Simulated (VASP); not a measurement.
# HfO2 (R-3m) in VASP: dielectric tensor with r2SCAN

Aim: the dielectric tensor of HfO2 with r2SCAN.

All numbers are computed with VASP 6.6.1; they aren't measurements. Logs are shortened: lines on timing, memory, paths and dates and some standing lists are left out, and cuts for length are marked.

### 1 The cell of the first run

It takes space group R-3m (No. 166, trigonal). The conventional cell has a = 3.434 Å, b = 3.434 Å, c = 9.234 Å, α = 90.00°, β = 90.00°, γ = 120.00°. Hf (site symmetry -3m) has 8 O at 2.14 to 2.28 Å within 2.8 Å. Within 2.8 Å of O (site symmetry 3m) lie 4 Hf at 2.14 to 2.28 Å and 6 O at 2.47 to 2.55 Å.

### 2 Dielectric tensor, r2SCAN (epitaxial 111 strain -4.0%)

File INCAR:

```
SYSTEM = HfO2
PREC = Accurate
ENCUT = 520
EDIFF = 1E-8
ISMEAR = 0
SIGMA = 0.01
LREAL = .FALSE.
LASPH = .TRUE.
NELM = 100
ALGO = Normal
ISIF = 2
LWAVE = .FALSE.
LCHARG = .FALSE.
METAGGA = R2SCAN
LMIXTAU = .TRUE.
LCALCEPS = .TRUE.
```

File KPOINTS:

```
Automatic mesh
0
G
  8 8 8
  0 0 0
```

File POSCAR:

```
HfO2
1.0
    0.1584675538      2.5864825803      2.5864825803
    2.5864825803      0.1584675538      2.5864825803
    2.5864825803      2.5864825803      0.1584675538
Hf O
1 2
Direct
    0.0000000000      0.0000000000      0.0000000000
    0.2464734521      0.2464734521      0.2464734521
    0.7535265479      0.7535265479      0.7535265479
```

Potentials or basis: VASP PAW PBE potentials, release 64 (Hf_pv, O).

On the command line:

```sh
> cat potpaw_PBE.64/Hf_pv/POTCAR potpaw_PBE.64/O/POTCAR > POTCAR
> mpirun -np 1 vasp_std > vasp.out
```

OUTCAR:

```text
SYSTEM = HfO2
   PREC = Accurate
   ENCUT = 520
   EDIFF = 1E-8
   ISMEAR = 0
   LREAL = .FALSE.
   LASPH = .TRUE.
   NELM = 100
   ISIF = 2
   METAGGA = R2SCAN

 ion  position               nearest neighbor table
   1  0.000  0.000  0.000-   3 2.14   2 2.14   3 2.14   3 2.14   2 2.14   2 2.14   3 2.28   2 2.28

   2  0.246  0.246  0.246-   1 2.14   1 2.14   1 2.14   1 2.28
   3  0.754  0.754  0.754-   1 2.14   1 2.14   1 2.14   1 2.28

  LATTYP: Found a trigonal (rhomboedric) cell.
 ALAT       =     3.6612697582
 COS(alpha) =     0.5602161432

  Lattice vectors:

 A1 = (   0.1584675538,   2.5864825803,   2.5864825803)
 A2 = (   2.5864825803,   0.1584675538,   2.5864825803)
 A3 = (   2.5864825803,   2.5864825803,   0.1584675538)

Analysis of symmetry for initial positions (statically):
=====================================================================
 Subroutine PRICEL returns:
 Original cell was already a primitive cell.

 Routine SETGRP: Setting up the symmetry group for a
 trigonal (rhombohedral) supercell.

 Subroutine GETGRP returns: Found 12 space group operations
 (whereof 12 operations were pure point group operations)
 out of a pool of 12 trial point group operations.

The static configuration has the point symmetry D_3d.

Analysis of symmetry for dynamics (positions and initial velocities):
=====================================================================
 Subroutine PRICEL returns:
 Original cell was already a primitive cell.

 Routine SETGRP: Setting up the symmetry group for a
 trigonal (rhombohedral) supercell.

 Subroutine GETGRP returns: Found 12 space group operations
 (whereof 12 operations were pure point group operations)
 out of a pool of 12 trial point group operations.

The dynamic configuration has the point symmetry D_3d.

 Subroutine INISYM returns: Found 12 space group operations
 (whereof 12 operations are pure point group operations),
 and found     1 'primitive' translations

----------------------------------------------------------------------------------------

                                     Primitive cell

  volume of cell :      31.4302

  direct lattice vectors                    reciprocal lattice vectors
     0.158467554  2.586482580  2.586482580    -0.212050430  0.199808636  0.199808636
     2.586482580  0.158467554  2.586482580     0.199808636 -0.212050430  0.199808636
     2.586482580  2.586482580  0.158467554     0.199808636  0.199808636 -0.212050430

  length of vectors
     3.661269758  3.661269758  3.661269758     0.353287937  0.353287937  0.353287937

  position of ions in fractional coordinates (direct lattice)
     0.000000000  0.000000000  0.000000000
     0.246473452  0.246473452  0.246473452
     0.753526548  0.753526548  0.753526548

  ion indices of the primitive-cell ions
   primitive index   ion index
                 1           1
                 2           2
                 3           3

----------------------------------------------------------------------------------------

 KPOINTS: Automatic mesh

Automatic generation of k-mesh.
 Grid dimensions read from file:
 generate k-points for:    8    8    8

 Generating k-lattice:

  Cartesian coordinates                     Fractional coordinates (reciprocal lattice)
    -0.026506304  0.024976080  0.024976080     0.125000000 -0.000000000 -0.000000000
     0.024976080 -0.026506304  0.024976080    -0.000000000  0.125000000 -0.000000000
     0.024976080  0.024976080 -0.026506304    -0.000000000 -0.000000000  0.125000000

  Length of vectors
     0.044160992  0.044160992  0.044160992

  Shift w.r.t. Gamma in fractional coordinates (k-lattice)
     0.000000000  0.000000000  0.000000000

 Subroutine IBZKPT returns following result:
 ===========================================

[... 46 lines left out ...]
   NELM   =    100;   NELMIN=  2; NELMDL= -5     # of ELM steps
   EDIFF  = 0.1E-07   stopping-criterion for ELM
   LREAL  =      F    real-space projection
   EDIFFG = 0.1E-06   stopping-criterion for IOM
   NSW    =      0    number of steps for IOM
   IBRION =     -1    ionic relax: 0-MD 1-quasi-New 2-CG
   NFREE  =      0    steps in history (QN), initial steepest desc. (CG)
   ISIF   =      2    stress and relaxation
   ISYM   =      2    0-nonsym 1-usesym 2-fastsym
   POTIM  = 0.5000    time-step for ionic-motion
   TEBEG  =    0.0;   TEEND  =   0.0 temperature during run
   PSTRESS=    0.0 pullay stress
   NELECT =      22.0000    total number of electrons
   NUPDOWN=      -1.0000    fix difference up-down
   EMIN   =  10.00;   EMAX   =-10.00  energy-range for DOS
   EFERMI =   0.00;   METHOD = LEGACY
   ISMEAR =     0;   SIGMA  =   0.01  broadening in eV -4-tet -1-fermi 0-gaus
   EFERMI_NEDOS =   21; number of points for ismear=-14 and -15
   IALGO  =     38    algorithm
   IMIX   =      4    mixing-type and parameters
     AMIX     =   0.40;   BMIX     =  1.00
     AMIX_MAG =   1.60;   BMIX_MAG =  1.00
  volume/ion in A,a.u.               =      10.48        70.70
  Fermi-wavevector in a.u.,A,eV,Ry     =   1.453562  2.746834 28.746959  2.112842
  Thomas-Fermi vector in A             =   2.570814
   LORBIT       =      0    0 simple, 1 ext, 2 COOP (PROOUT), +10 PAW based schemes
   METAGGA = R2SCAN    functional components
   LHFCALC =     F    Hartree Fock is set to
   AEXX    =    0.0000 exact exchange contribution
   IVDW    =     0    specifies the selected vdW correction
   LEPSILON=     F    determine dielectric tensor
   LRPA    =     F    only Hartree local field effects (RPA)
   LRPA       =     F
 non-spin polarized calculation
 Gauss-broadening in eV      SIGMA  =   0.01
  energy-cutoff  :      520.00
  volume of cell :       31.43
 maximum number of plane-waves:       861
   NGX = 13   NGY = 13   NGZ = 13

 Total electronic dipole moment: p[elc]=(     0.00000     0.00000     0.00000 ) |e| Angst

 Total electronic dipole moment: p[elc]=(    -0.00000    -0.00000    -0.00000 ) |e| Angst

 number of electron      22.0000000 magnetization

 Free energy of the ion-electron system (eV)
  ---------------------------------------------------
  ext. energy  EPLUGINS =         0.00000000
  ---------------------------------------------------
  free energy    TOTEN  =       -68.45845896 eV

  energy without entropy =      -68.45845896  energy(sigma->0) =      -68.45845896

 E-fermi :   4.2768     XC(G=0): -12.7898

 val. band max:        4.1758885439   @ k =   0.5000   0.5000  -0.0000
 cond. band min:   10000.0000000000   @ k =   0.0000   0.0000   0.0000
 fundamental gap:   9995.8241114561
 Fermi energy:         4.2767546540

 k-point     1 :       0.0000    0.0000    0.0000
  band No.  band energies     occupation
      1     -26.3149      2.00000
      2     -26.2480      2.00000
      3     -26.2480      2.00000
      4     -15.7505      2.00000
      5     -12.5598      2.00000
      6      -1.6569      2.00000
      7      -1.3399      2.00000
      8      -1.3399      2.00000
      9       3.4713      2.00000
     10       3.4714      2.00000
     11       3.7101      2.00000
     12   10000.0000      0.00000
     13   10000.0000      0.00000
     14   10000.0000      0.00000
[... 401 lines left out ...]
      2     -26.3953      2.00000
      3     -26.2940      2.00000
      4     -14.7009      2.00000
      5     -13.2387      2.00000
      6      -1.0731      2.00000
      7      -0.4323      2.00000
      8       0.8293      2.00000
      9       1.3443      2.00000
     10       2.0700      2.00000
     11       3.2906      2.00000
     12   10000.0000      0.00000
     13   10000.0000      0.00000
     14   10000.0000      0.00000
     15   10000.0000      0.00000

 [... further k-points ...]

------------------------ aborting loop because EDIFF is reached ----------------------------------------

            Ionic dipole moment: p[ion]=(     0.00000     0.00000     0.00000 ) |e| Angst

 Total electronic dipole moment: p[elc]=(    -0.00009    -0.00009     0.00674 ) |e| Angst

 MACROSCOPIC STATIC DIELECTRIC TENSOR (including local field effects)
 ------------------------------------------------------
           4.879411    -0.051862    -0.051862
          -0.051862     4.879411    -0.051862
          -0.051862    -0.051862     4.879411
 ------------------------------------------------------

 PIEZOELECTRIC TENSOR (including local field effects) (e Angst)
          XX          YY          ZZ          XY          YZ          ZX
  --------------------------------------------------------------------------------
  x     0.00000     0.00000     0.00000     0.00000     0.00000     0.00000
  y     0.00000     0.00000     0.00000     0.00000     0.00000     0.00000
  z     0.00000     0.00000     0.00000     0.00000     0.00000     0.00000

 PIEZOELECTRIC TENSOR (including local field effects) (C/m^2)
          XX          YY          ZZ          XY          YZ          ZX
  --------------------------------------------------------------------------------
  x     0.00000     0.00000     0.00000     0.00000     0.00000     0.00000
  y     0.00000     0.00000     0.00000     0.00000     0.00000     0.00000
  z     0.00000     0.00000     0.00000     0.00000     0.00000     0.00000

 BORN EFFECTIVE CHARGES (including local field effects) (in |e|, cummulative output)
 ---------------------------------------------------------------------------------
 ion    1
    1     5.48173    -0.12173    -0.12173
    2    -0.12173     5.48173    -0.12173
    3    -0.12173    -0.12173     5.48173
 ion    2
    1    -2.74086     0.06087     0.06087
    2     0.06087    -2.74086     0.06087
    3     0.06087     0.06087    -2.74086
 ion    3
    1    -2.74086     0.06087     0.06087
    2     0.06087    -2.74086     0.06087
    3     0.06087     0.06087    -2.74086

  FORCE on cell =-STRESS in cart. coord.  units (eV):
  Direction    XX          YY          ZZ          XY          YZ          ZX
  --------------------------------------------------------------------------------------
  -------------------------------------------------------------------------------------
  Total        1.0425452      1.0425452      1.0425452     -0.8923417     -0.8923417     -0.8923417
  in kB       53.1445607     53.1445607     53.1445607    -45.4878170    -45.4878170    -45.4878170
  external PRESSURE =      53.1445607 kB  Pullay stress =       0.0000000 kB

 VOLUME and BASIS-vectors are now :
 -----------------------------------------------------------------------------
  energy-cutoff  :      520.00
  volume of cell :       31.43
      direct lattice vectors                 reciprocal lattice vectors
     0.158467554  2.586482580  2.586482580    -0.212050430  0.199808636  0.199808636
     2.586482580  0.158467554  2.586482580     0.199808636 -0.212050430  0.199808636
     2.586482580  2.586482580  0.158467554     0.199808636  0.199808636 -0.212050430

 POSITION                                       TOTAL-FORCE (eV/Angst)
 -----------------------------------------------------------------------------------
      0.00000      0.00000      0.00000        -0.000000      0.000000      0.000000
      1.31406      1.31406      1.31406         0.041297      0.041297      0.041297
      4.01738      4.01738      4.01738        -0.041297     -0.041297     -0.041297
 -----------------------------------------------------------------------------------
    total drift:                               -0.000000     -0.000000     -0.000000

  FREE ENERGIE OF THE ION-ELECTRON SYSTEM (eV)
  ---------------------------------------------------
  free  energy   TOTEN  =       -68.4584589622 eV

  energy  without entropy=      -68.4584589622  energy(sigma->0) =      -68.45845896
```

Run time: 29 min. Hardware: 1 thread of Intel Xeon 6975P-C (Granite Rapids), shared host; peak memory 0.47 GiB.

What came out:

- Band gap on the k mesh: 4.44 eV, direct
- Electronic dielectric tensor (diagonal): 4.88
- Born charges (mean of the diagonal): Hf +5.48; O -2.74 e

Levels at points of the mesh, in eV from the valence-band top:
| k point | band 9 | band 10 | band 11 | band 12 | band 13 | band 14 |
| --- | --- | --- | --- | --- | --- | --- |
| (0.00, 0.00, 0.00) | -0.70 | -0.70 | -0.47 | 4.55 | 4.55 | 6.81 |
| (0.50, 0.00, 0.00) | -2.90 | -2.06 | -1.65 | 5.08 | 5.75 | 8.15 |
| (0.50, 0.50, 0.00) | -1.97 | -1.27 | 0.00 | 4.44 | 6.34 | 7.09 |
| (0.50, 0.50, 0.50) | -2.90 | -1.92 | -1.92 | 5.13 | 5.13 | 6.85 |

Electronic dielectric tensor:
```
 4.88 -0.05 -0.05
-0.05  4.88 -0.05
-0.05 -0.05  4.88
```

Born effective charge tensors (e):
atom 1, Hf
```
 5.48 -0.12 -0.12
-0.12  5.48 -0.12
-0.12 -0.12  5.48
```
atom 2, O
```
-2.74  0.06  0.06
 0.06 -2.74  0.06
 0.06  0.06 -2.74
```
atom 3, O
```
-2.74  0.06  0.06
 0.06 -2.74  0.06
 0.06  0.06 -2.74
```

Dipole moments of the cell (e·Å, modulo the quantum): ionic 0.000, 0.000, 0.000; electronic 0.000, 0.000, 0.007

Caveat: the cell differs from its parent crystal (epitaxial 111 strain -4.0%); the PAW data sets were made with another functional, which shifts forces and pressure a little; spin-orbit coupling is left out, which moves the levels of the heavy elements.
